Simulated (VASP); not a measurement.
# Mg12H (a cell with a defect) in VASP: notebook, part 2 of 2

VASP 6.6.1. Earlier steps stand in the parts before.

## 3. Single point, LDA

Contents of INCAR:

```
ALGO = Normal
EDIFF = 1E-6
ENCUT = 520
ISIF = 2
ISMEAR = -1
LASPH = T
LCHARG = T
LELF = T
LREAL = F
LVHAR = T
LWAVE = F
NBANDS = 24
NELM = 60
PREC = Accurate
SIGMA = 0.05
```

Contents of KPOINTS:

```
k-points
0
Gamma
  3 2 3
```

Contents of POSCAR:

```
Mg12H
1.0
    6.4200000000      0.0000000000      0.0000000000
   -4.8150000000      8.3398250000      0.0000000000
    0.0000000000      0.0000000000      5.2130400000
Mg H
12 1
Direct
   -0.0265665763      0.0173504840     -0.0502777650
    0.1528501142      0.2250047213      0.5860112334
   -0.0101428101      0.3655832107      0.0582961190
    0.1105480279      0.5838252002      0.4378251462
   -0.0244346368      0.6884796743      0.0000575480
    0.1458326654      0.9045993171      0.5119661464
    0.5211455920      0.0002398132      0.0156146893
    0.6139366632      0.2224866829      0.4896758897
    0.4948725659      0.3403908355      0.0023402851
    0.5742716013      0.5281046065      0.4322621733
    0.4743382511      0.6492941998     -0.0286397189
    0.6705340277      0.8975967721      0.4451721069
   -0.0112544963      0.6844747941      0.6072464435
```

Potentials or basis: VASP PAW LDA potentials, release 64 (Mg, H).

Run with:

```console
> cat potpaw_LDA.64/Mg/POTCAR potpaw_LDA.64/H/POTCAR > POTCAR
> mpirun -np 1 vasp_std > vasp.out
```

OUTCAR:

```text
EDIFF = 1E-6
   ENCUT = 520
   ISIF = 2
   ISMEAR = -1
   LASPH = T
   LREAL = F
   NELM = 60
   PREC = Accurate

 ion  position               nearest neighbor table
   1  0.973  0.017  0.950-   2 2.57   7 2.85   6 2.97  12 3.09  12 3.13   5 3.18   9 3.25   3 3.35
                            11 3.39   6 3.49   7 3.62
   2  0.153  0.225  0.586-   1 2.57   9 2.89  10 2.93   8 3.01   6 3.09  12 3.21   3 3.23   3 3.45
                             8 3.48   9 3.59
   3  0.990  0.366  0.058-   4 2.70  11 2.97   8 3.07   9 3.08   5 3.17   2 3.23   7 3.30   1 3.35
                             9 3.38   2 3.45   8 3.63
   4  0.111  0.584  0.438-  13 1.76   3 2.70   5 2.80   6 3.01  11 3.21  10 3.21  10 3.28  12 3.35
                             5 3.35   8 3.35  11 3.48
   5  0.976  0.688  0.000-  13 2.05   4 2.80  11 3.05   6 3.12   3 3.17  10 3.18   1 3.18   6 3.22
                             9 3.23   7 3.28   4 3.35  11 3.41
   6  0.146  0.905  0.512-  13 1.90   1 2.97   4 3.01   8 3.04  12 3.04   2 3.09   5 3.12   5 3.22
                             7 3.34   7 3.37  12 3.42   1 3.49
   7  0.521  0.000  0.016-  12 2.80   1 2.85   8 3.13  11 3.25   5 3.28   3 3.30   6 3.34   8 3.34
                             9 3.36   6 3.37  12 3.42   1 3.62
   8  0.614  0.222  0.490-   2 3.01   9 3.03   6 3.04   3 3.07  10 3.09   7 3.13   9 3.14  12 3.33
                             7 3.34   4 3.35   2 3.48   3 3.63
   9  0.495  0.340  0.002-  10 2.76   2 2.89   8 3.03  11 3.05   3 3.08   8 3.14   5 3.23   1 3.25
                             7 3.36  10 3.38   3 3.38   2 3.59
  10  0.574  0.528  0.432-   9 2.76  11 2.88   2 2.93   8 3.09   5 3.18   4 3.21  11 3.23   4 3.28
                            12 3.29   9 3.38
  11  0.474  0.649  0.971-  10 2.88   3 2.97   9 3.05   5 3.05   4 3.21  12 3.22  10 3.23   7 3.25
                             1 3.39   5 3.41  12 3.44   4 3.48
  12  0.671  0.898  0.445-   7 2.80   6 3.04   1 3.09   1 3.13   2 3.21  11 3.22  10 3.29   8 3.33
                             4 3.35   7 3.42   6 3.42  11 3.44
  13  0.989  0.684  0.607-   4 1.76   6 1.90   5 2.05

  LATTYP: Found a simple monoclinic cell.
 ALAT       =     6.4200000000
 B/A-ratio  =     0.8120000000
 C/A-ratio  =     1.3228757108
 COS(beta)  =    -0.1889822286

  Lattice vectors:

 A1 = (   6.4200000000,   0.0000000000,   0.0000000000)
 A2 = (   0.0000000000,   0.0000000000,   5.2130400000)
 A3 = (  -1.6050000000,  -8.3398250000,   0.0000000000)

Analysis of symmetry for initial positions (statically):
=====================================================================
 Subroutine PRICEL returns:
 Original cell was already a primitive cell.

 Routine SETGRP: Setting up the symmetry group for a
 simple monoclinic supercell.

 Subroutine GETGRP returns: Found  1 space group operations
 (whereof  1 operations were pure point group operations)
 out of a pool of  4 trial point group operations.

The static configuration has the point symmetry C_1 .

Analysis of symmetry for dynamics (positions and initial velocities):
=====================================================================
 Subroutine PRICEL returns:
 Original cell was already a primitive cell.

 Routine SETGRP: Setting up the symmetry group for a
 simple monoclinic supercell.

 Subroutine GETGRP returns: Found  1 space group operations
 (whereof  1 operations were pure point group operations)
 out of a pool of  4 trial point group operations.

The dynamic configuration has the point symmetry C_1 .
[... 112 lines left out ...]
   ions per type =              12   1
   NGX,Y,Z   is equivalent  to a cutoff of  12.43, 12.43, 12.76 a.u.
   NGXF,Y,Z  is equivalent  to a cutoff of  24.86, 24.86, 25.51 a.u.
 SYSTEM =  unknown system
   PREC   = accura    normal or accurate (medium, high low for compatibility)
   ISTART =      0    job   : 0-new  1-cont  2-samecut
   ICHARG =      2    charge: 1-file 2-atom 10-const
   ISPIN  =      1    spin polarized calculation?
   LNONCOLLINEAR =      F non collinear calculations
   LSORBIT =      F    spin-orbit coupling
   LASPH  =      T    aspherical Exc in radial PAW
   ENCUT  =  520.0 eV  38.22 Ry    6.18 a.u.  11.94 17.91  9.69*2*pi/ulx,y,z
   NELM   =     60;   NELMIN=  2; NELMDL= -5     # of ELM steps
   EDIFF  = 0.1E-05   stopping-criterion for ELM
   LREAL  =      F    real-space projection
   EDIFFG = 0.1E-04   stopping-criterion for IOM
   NSW    =      0    number of steps for IOM
   IBRION =     -1    ionic relax: 0-MD 1-quasi-New 2-CG
   NFREE  =      0    steps in history (QN), initial steepest desc. (CG)
   ISIF   =      2    stress and relaxation
   ISYM   =      2    0-nonsym 1-usesym 2-fastsym
   POTIM  = 0.5000    time-step for ionic-motion
   TEBEG  =    0.0;   TEEND  =   0.0 temperature during run
   PSTRESS=    0.0 pullay stress
   NELECT =      25.0000    total number of electrons
   NUPDOWN=      -1.0000    fix difference up-down
   EMIN   =  10.00;   EMAX   =-10.00  energy-range for DOS
   EFERMI =   0.00;   METHOD = LEGACY
   ISMEAR =    -1;   SIGMA  =   0.05  broadening in eV -4-tet -1-fermi 0-gaus
   EFERMI_NEDOS =   21; number of points for ismear=-14 and -15
   IALGO  =     38    algorithm
   IMIX   =      4    mixing-type and parameters
     AMIX     =   0.40;   BMIX     =  1.00
     AMIX_MAG =   1.60;   BMIX_MAG =  1.00
  volume/ion in A,a.u.               =      21.47       144.89
  Fermi-wavevector in a.u.,A,eV,Ry     =   0.732477  1.384180  7.299827  0.536522
  Thomas-Fermi vector in A             =   1.824949
   LORBIT       =      0    0 simple, 1 ext, 2 COOP (PROOUT), +10 PAW based schemes
   GGA     = CA    functional components
   LHFCALC =     F    Hartree Fock is set to
   AEXX    =    0.0000 exact exchange contribution
   IVDW    =     0    specifies the selected vdW correction
   LEPSILON=     F    determine dielectric tensor
   LRPA    =     F    only Hartree local field effects (RPA)
 non-spin polarized calculation
  energy-cutoff  :      520.00
  volume of cell :      279.11
 maximum number of plane-waves:      7549
   NGX = 23   NGY = 35   NGZ = 19

 number of electron      25.0000000 magnetization

 Free energy of the ion-electron system (eV)
  ---------------------------------------------------
  ext. energy  EPLUGINS =         0.00000000
  ---------------------------------------------------
  free energy    TOTEN  =       -23.07082549 eV

  energy without entropy =      -23.00719103  energy(sigma->0) =      -23.03900826

 E-fermi :   2.4384     XC(G=0):  -8.6629

 val. band max:        2.4370776638   @ k =   0.3333   0.0000   0.0000
 cond. band min:       2.4833721959   @ k =   0.3333   0.5000   0.0000
 fundamental gap:      0.0462945321
 Fermi energy:         2.4384393900

 k-point     1 :       0.0000    0.0000    0.0000
  band No.  band energies     occupation
      1      -4.9753      2.00000
      2      -3.2388      2.00000
      3      -2.4140      2.00000
      4      -1.4878      2.00000
      5      -0.8080      2.00000
      6      -0.1984      2.00000
[... 259 lines left out ...]
     23       6.1409      0.00000
     24       6.3189      0.00000

------------------------ aborting loop because EDIFF is reached ----------------------------------------

  FORCE on cell =-STRESS in cart. coord.  units (eV):
  Direction    XX          YY          ZZ          XY          YZ          ZX
  --------------------------------------------------------------------------------------
  -------------------------------------------------------------------------------------
  Total       -1.6358349     -0.8903935      1.9324607     -0.7359102     -0.1024378      0.2233529
  in kB       -9.3900308     -5.1110433     11.0927244     -4.2242771     -0.5880143      1.2820922
  external PRESSURE =      -1.1361166 kB  Pullay stress =       0.0000000 kB

 VOLUME and BASIS-vectors are now :
 -----------------------------------------------------------------------------
  energy-cutoff  :      520.00
  volume of cell :      279.11
      direct lattice vectors                 reciprocal lattice vectors
     6.420000000  0.000000000  0.000000000     0.155763240  0.089929945  0.000000000
    -4.815000000  8.339825000  0.000000000     0.000000000  0.119906593  0.000000000
     0.000000000  0.000000000  5.213040000     0.000000000  0.000000000  0.191826650

 POSITION                                       TOTAL-FORCE (eV/Angst)
 -----------------------------------------------------------------------------------
      6.16590      0.14470      4.95094         0.382557     -0.652311      1.148015
     -0.10210      1.87650      3.05490        -0.576561      0.638473     -1.227377
      4.59460      3.04890      0.30390         0.279306     -0.781059     -0.632003
     -2.10140      4.86900      2.28240         1.090034     -0.341380      0.633491
      2.94810      5.74180      0.00030        -0.026571      0.123811     -0.518542
     -3.41940      7.54420      2.66890         0.185453      0.153227     -0.275099
      3.34460      0.00200      0.08140        -0.868389      0.121073     -0.517495
      2.87020      1.85550      2.55270         0.453942      0.067320      0.352204
      1.53810      2.83880      0.01220         0.008586     -0.334619     -0.308635
      1.14400      4.40430      2.25340         0.094595      0.542490      0.811319
     -0.08110      5.41500      5.06374        -0.378272      0.509143     -0.389444
     -0.01710      7.48580      2.32070        -0.068005     -0.218506      0.511228
      3.05200      5.70840      3.16560        -0.576675      0.172338      0.412338
 -----------------------------------------------------------------------------------
    total drift:                               -0.000023      0.000142      0.000267

  FREE ENERGIE OF THE ION-ELECTRON SYSTEM (eV)
  ---------------------------------------------------
  free  energy   TOTEN  =       -23.0708254886 eV

  energy  without entropy=      -23.0071910310  energy(sigma->0) =      -23.03900826
```

Run time: 60 s. Hardware: 1 thread of Intel Xeon Platinum 8488C (Sapphire Rapids), shared host; peak memory 0.29 GiB.

Results:

```
Free energy   : -23.0708 eV
Pressure      : -0.1 GPa
Largest force : 1.499 eV/Å
```

Forces on the atoms (eV/Å):
```
Mg   0.383 -0.652  1.148
Mg  -0.577  0.638 -1.227
Mg   0.279 -0.781 -0.632
Mg   1.090 -0.341  0.633
Mg  -0.027  0.124 -0.519
Mg   0.185  0.153 -0.275
Mg  -0.868  0.121 -0.517
Mg   0.454  0.067  0.352
Mg   0.009 -0.335 -0.309
Mg   0.095  0.542  0.811
Mg  -0.378  0.509 -0.389
Mg  -0.068 -0.219  0.511
H   -0.577  0.172  0.412
```

Caveat: the k points lie up to 0.40 Å⁻¹ apart.

## 4. Single point, LDA

Contents of INCAR:

```
  PREC = Accurate
  ENCUT = 520
  EDIFF = 1E-6
  ISMEAR = -1
  SIGMA = 0.05
  LREAL = F
  LASPH = T
  NELM = 100
  ALGO = Normal
  ISIF = 2
  LWAVE = F
  LCHARG = F
  GGA = CA
  NBANDS = 24
```

Contents of KPOINTS:

```
regular mesh
0
Gamma
  3 2 3
```

Contents of POSCAR:

```
Mg12H
1.0
    6.4200000000      0.0000000000      0.0000000000
   -4.8150000000      8.3398250000      0.0000000000
    0.0000000000      0.0000000000      5.2130400000
Mg H
12 1
Direct
    0.0152570836     -0.0041847401     -0.0453861854
    0.0678818567      0.2357843240      0.4219035342
   -0.0723544438      0.3465180624     -0.0754262388
    0.1242159351      0.5173969478      0.5058660590
    0.0177150689      0.6887914315     -0.0861109832
    0.1856761828      0.8784716706      0.3521361816
    0.5124244973     -0.0108275653     -0.1443687369
    0.5863363379      0.2133498005      0.4950470359
    0.4310875069      0.3360502169      0.0323995212
    0.6456238648      0.5607072091      0.5470512407
    0.4972787097      0.6711171997     -0.0202185289
    0.7211556163      0.8971171457      0.4440786950
    0.0178154752      0.6656854310      0.4469369121
```

Potentials or basis: VASP PAW LDA potentials, release 64 (Mg, H).

Run with:

```console
> cat potpaw_LDA.64/Mg/POTCAR potpaw_LDA.64/H/POTCAR > POTCAR
> mpirun -np 1 vasp_std > vasp.out
```

OUTCAR:

```text
PREC = Accurate
   ENCUT = 520
   EDIFF = 1E-6
   ISMEAR = -1
   LREAL = F
   LASPH = T
   NELM = 100
   ISIF = 2
   GGA = CA

 ion  position               nearest neighbor table
   1  0.015  0.996  0.955-   6 2.83   5 2.97  12 3.03   9 3.05  12 3.12  11 3.23   7 3.24   2 3.26
                             7 3.27   2 3.52
   2  0.068  0.236  0.422-   4 2.59   9 2.87  12 2.89   8 3.01   3 3.10   3 3.13   1 3.26   8 3.46
                            10 3.52   1 3.52
   3  0.928  0.347  0.925-   4 2.64   8 2.94   5 3.05   2 3.10   2 3.13   7 3.15   9 3.19   9 3.33
                             4 3.38  11 3.43   8 3.53
   4  0.124  0.517  0.506-  13 1.89   2 2.59   3 2.64   5 2.97  10 3.17   8 3.22  11 3.24  10 3.31
                             3 3.38   6 3.39  11 3.45
   5  0.018  0.689  0.914-   6 2.78  10 2.82   1 2.97   4 2.97   3 3.05   7 3.06  11 3.19  11 3.28
                             6 3.33   9 3.65
   6  0.186  0.878  0.352-  13 1.84   5 2.78   1 2.83   8 3.05  12 3.11   7 3.16   7 3.19   5 3.33
                            12 3.39   4 3.39  10 3.44
[... 503 lines left out ...]

  FORCE on cell =-STRESS in cart. coord.  units (eV):
  Direction    XX          YY          ZZ          XY          YZ          ZX
  --------------------------------------------------------------------------------------
  -------------------------------------------------------------------------------------
  Total       -3.4750510      2.8037108      1.6819765     -1.4253454     -0.3298625     -0.1319868
  in kB      -19.9475123     16.0938806      9.6548933     -8.1817776     -1.8934791     -0.7576313
  external PRESSURE =       1.9337539 kB  Pullay stress =       0.0000000 kB

 VOLUME and BASIS-vectors are now :
 -----------------------------------------------------------------------------
  energy-cutoff  :      520.00
  volume of cell :      279.11
      direct lattice vectors                 reciprocal lattice vectors
     6.420000000  0.000000000  0.000000000     0.155763240  0.089929945  0.000000000
    -4.815000000  8.339825000  0.000000000     0.000000000  0.119906593  0.000000000
     0.000000000  0.000000000  5.213040000     0.000000000  0.000000000  0.191826650

 POSITION                                       TOTAL-FORCE (eV/Angst)
 -----------------------------------------------------------------------------------
     -4.69690      8.30492      4.97644        -0.339768      0.320888     -0.472146
     -0.69950      1.96640      2.19940         0.689679     -0.943993      0.158469
      4.28700      2.88990      4.81984         0.204658     -0.445310      1.010452
     -1.69380      4.31500      2.63710         0.029886      1.389835     -0.863850
     -3.20280      5.74440      4.76414         0.025787     -0.279347      0.082482
     -3.03780      7.32630      1.83570         0.242672      0.516002      0.712348
     -1.47310      8.24953      4.46044        -0.003498     -0.137349      0.888233
      2.73700      1.77930      2.58070        -0.273203      0.367163     -0.635375
      1.14950      2.80260      0.16890         0.235003      0.162645     -0.375452
      1.44510      4.67620      2.85180         0.009509     -0.401012     -0.830663
     -0.03890      5.59700      5.10764        -0.236433      0.090648      0.284895
      0.31020      7.48180      2.31500        -0.278914     -0.343080     -0.117004
     -3.09090      5.55170      2.32990        -0.305379     -0.297090      0.157612
 -----------------------------------------------------------------------------------
    total drift:                                0.000132     -0.000222     -0.000199

  FREE ENERGIE OF THE ION-ELECTRON SYSTEM (eV)
  ---------------------------------------------------
  free  energy   TOTEN  =       -22.7790310620 eV

  energy  without entropy=      -22.7098841015  energy(sigma->0) =      -22.74445758
```

stdout:

```text
POSCAR found type information on POSCAR MgH
 POSCAR found :  2 types and      13 ions
 scaLAPACK will be used
 LDA part: xc-table for (Slater(with rela. corr.)+CA(PZ))
 , standard interpolation
 -----------------------------------------------------------------------------
|                                                                             |
|           W    W    AA    RRRRR   N    N  II  N    N   GGGG   !!!           |
|           W    W   A  A   R    R  NN   N  II  NN   N  G    G  !!!           |
|           W    W  A    A  R    R  N N  N  II  N N  N  G       !!!           |
|           W WW W  AAAAAA  RRRRR   N  N N  II  N  N N  G  GGG   !            |
|           WW  WW  A    A  R   R   N   NN  II  N   NN  G    G                |
|           W    W  A    A  R    R  N    N  II  N    N   GGGG   !!!           |
|                                                                             |
|     Your reciprocal lattice and k-lattice belong to different lattice       |
|     classes:                                                                |
|                                                                             |
|        The reciprocal lattice is simple monoclinic,                         |
|        whereas your k-lattice is hexagonal.                                 |
|                                                                             |
|     Results are often still useful ...                                      |
|                                                                             |
 -----------------------------------------------------------------------------

 POSCAR, INCAR and KPOINTS ok, starting setup
 FFT: planning ... GRIDC
 FFT: planning ... GRID_SOFT
 FFT: planning ... GRID
 WAVECAR not read
 entering main loop
```

It took 51 s on 1 thread of Intel Xeon Platinum 8488C (Sapphire Rapids), shared host; peak memory 0.29 GiB.

Results:

```yaml
Free_energy: -22.7790 eV
Pressure: 0.2 GPa
Largest_force: 1.637 eV/Å
```

Forces on the atoms (eV/Å):
```
Mg  -0.340  0.321 -0.472
Mg   0.690 -0.944  0.158
Mg   0.205 -0.445  1.010
Mg   0.030  1.390 -0.864
Mg   0.026 -0.279  0.082
Mg   0.243  0.516  0.712
Mg  -0.003 -0.137  0.888
Mg  -0.273  0.367 -0.635
Mg   0.235  0.163 -0.375
Mg   0.010 -0.401 -0.831
Mg  -0.236  0.091  0.285
Mg  -0.279 -0.343 -0.117
H   -0.305 -0.297  0.158
```

Caveat: the k points lie up to 0.40 Å⁻¹ apart.
